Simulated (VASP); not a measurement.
Wanted: the native input for a VASP 6.6.1 run.

| Item | Value |
| --- | --- |
| Task | single point |
| Functional | r2SCAN |
| Potentials or basis | VASP PAW PBE potentials, release 64 (Cd, F) |
| Cutoff | 520 eV |
| k mesh | 8 × 8 × 8 |
| Occupations | gaussian, width 0.05 eV |
| Spin | no spin polarisation |
| Dipole correction | no |
| Further INCAR settings | ALGO = Normal; EDIFF = 1e-07; NBANDS = 20 |

CdF2:

```xyz
3
Lattice="0.0000 2.6940 2.6940 2.6940 0.0000 2.6940 2.6940 2.6940 0.0000" Properties=species:S:1:pos:R:3 pbc="T T T"
Cd    0.0000    0.0250    0.0000
F     1.3470    1.3470    1.3470
F     4.0410    4.0410    4.0410
```

This cell differs from its parent crystal: all Cd atoms moved +0.025 Å, as atom 1 along Cartesian [0 1 0].

One way to write it, as run:

POSCAR

```
CdF2
1.0
    0.0000000000      2.6940000000      2.6940000000
    2.6940000000      0.0000000000      2.6940000000
    2.6940000000      2.6940000000      0.0000000000
Cd F
1 2
Direct
    0.0046399406     -0.0046399406      0.0046399406
    0.2500000000      0.2500000000      0.2500000000
    0.7500000000      0.7500000000      0.7500000000
```

INCAR.step1

```
SYSTEM = CdF2
PREC = Accurate
ENCUT = 520
ISMEAR = 0
SIGMA = 0.05
LREAL = .FALSE.
LASPH = .TRUE.
NELM = 60
NBANDS = 20
GGA = PE
ALGO = Normal
EDIFF = 1E-4
LWAVE = .TRUE.
LCHARG = .FALSE.
```

INCAR.step2

```
SYSTEM = CdF2
PREC = Accurate
ENCUT = 520
EDIFF = 1E-7
ISMEAR = 0
SIGMA = 0.05
LREAL = .FALSE.
LASPH = .TRUE.
NELM = 60
ALGO = Normal
ISIF = 2
LWAVE = .FALSE.
LCHARG = .FALSE.
METAGGA = R2SCAN
LMIXTAU = .TRUE.
NBANDS = 20
ISTART = 1
```

KPOINTS

```
regular mesh
0
G
  8 8 8
  0 0 0
```

Potentials or basis: VASP PAW PBE potentials, release 64 (Cd, F).

Run with:

```console
$ cat potpaw_PBE.64/Cd/POTCAR potpaw_PBE.64/F/POTCAR > POTCAR
$ cp INCAR.step1 INCAR
$ mpirun -np 1 vasp_std > vasp.out
$ cp INCAR.step2 INCAR
$ mpirun -np 1 vasp_std > vasp.out
```

It gave:

- Pressure: 1.1 GPa
- Largest force: 0.150 eV/Å
- Band gap on the k mesh: 3.75 eV (least direct gap 4.25 eV)

Caveat: the cell differs from its parent crystal (all Cd atoms moved +0.025 Å, as atom 1 along Cartesian [0 1 0]); the PAW data sets were made with another functional, which shifts forces and pressure a little.

Wall time 92 s on 1 thread of Intel(R) Xeon(R) 6975P-C (Granite Rapids), with other jobs on the host, peak memory 0.19 GiB.
